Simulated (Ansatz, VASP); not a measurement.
# Two plane-wave programs on PbSe

```xyz
2
Lattice="0.0000 3.0606 3.0606 3.0606 0.0000 3.0606 3.0606 3.0606 0.0000" Properties=species:S:1:pos:R:3 pbc="T T T"
Pb    0.0000    0.0000    0.0000
Se    3.0606    3.0606    3.0606
```

Alike in both runs: task relaxation of cell and atoms; functional LDA; k mesh 6 × 6 × 6; no spin polarisation.

```csv
,VASP,Ansatz
version,VASP 6.6.1,Ansatz 0.2.0
potentials or method,"VASP PAW LDA potentials, release 64 (Pb_d, Se)","plane waves, PAW"
plane-wave cutoff (eV),500,420
occupations,"gaussian, width 0.01 eV",fixed
valence electrons in the cell,20,30
```

```tsv
	VASP	Ansatz	Ansatz less VASP
relaxed volume (Å³/atom)	27.54	27.54	-0.002
relaxed length of the cell vector where the two differ most in proportion (Å)	4.271	4.271	-0.0001
```

LDA's correlation is that of Perdew and Zunger in VASP and of Perdew and Wang (1992) in Ansatz. VASP's potentials hold 20 valence electrons a cell and Ansatz's 30, so a difference there can come from the potentials and not from the codes. Ansatz's warnings: stress scf threshold loose.

Neither program's run includes spin-orbit coupling.
